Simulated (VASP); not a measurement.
## Fe: single point with PBE

The system is Fe.

```
Fe
1.0
     4.17445    0.00000    0.00000
    -2.08723    3.61518    0.00000
     0.00000    0.00000    2.37630
Fe
3
Cartesian
  0.0000 0.0000 0.0000
  0.0000 2.4101 1.1882
  2.0872 1.2051 1.1882
```

```json
{
  "Program": "VASP 6.6.1",
  "Task": "single point",
  "Functional": "PBE",
  "Potentials or basis": "VASP PAW PBE potentials, release 64 (Fe)",
  "Cutoff": "520 eV",
  "k mesh": "9 × 9 × 12",
  "Occupations": "fermi-dirac, width 0.08 eV",
  "Spin": "collinear spin, ferromagnetic start",
  "Starting moments": "[2.5, 2.5, 2.5] μB"
}
```

```
Pressure                                              : 0.0 GPa
Net moment                                            : 7.35 μB per cell
Site moments                                          : Fe +2.55, +2.40 μB
Valence electrons inside the program's atomic spheres : Fe 7.14, 7.22
```

Stress tensor (GPa, compression positive):
```
 0.10  0.00  0.00
 0.00  0.10  0.00
 0.00  0.00 -0.24
```

Levels at points of the mesh, in eV from the Fermi level:
Spin up:
```csv
k point,band 14,band 15,band 16,band 17,band 18,band 19
"(0.00, 0.00, 0.00)",-1.50,-0.51,-0.51,5.66,5.66,5.70
"(0.00, 0.00, 0.50)",-0.68,0.50,1.55,2.68,9.42,10.00
```
Spin down:
| k point | band 6 | band 7 | band 8 | band 9 | band 10 | band 11 |
| --- | --- | --- | --- | --- | --- | --- |
| (0.00, 0.00, 0.00) | -1.68 | -1.68 | -1.00 | 0.17 | 0.17 | 1.34 |
| (0.00, 0.00, 0.50) | -2.27 | -0.03 | -0.03 | 0.19 | 0.19 | 1.75 |

Wall time 52 s on 1 thread of Intel(R) Xeon(R) 6975P-C (Granite Rapids), on a shared host, peak memory 0.23 GiB.
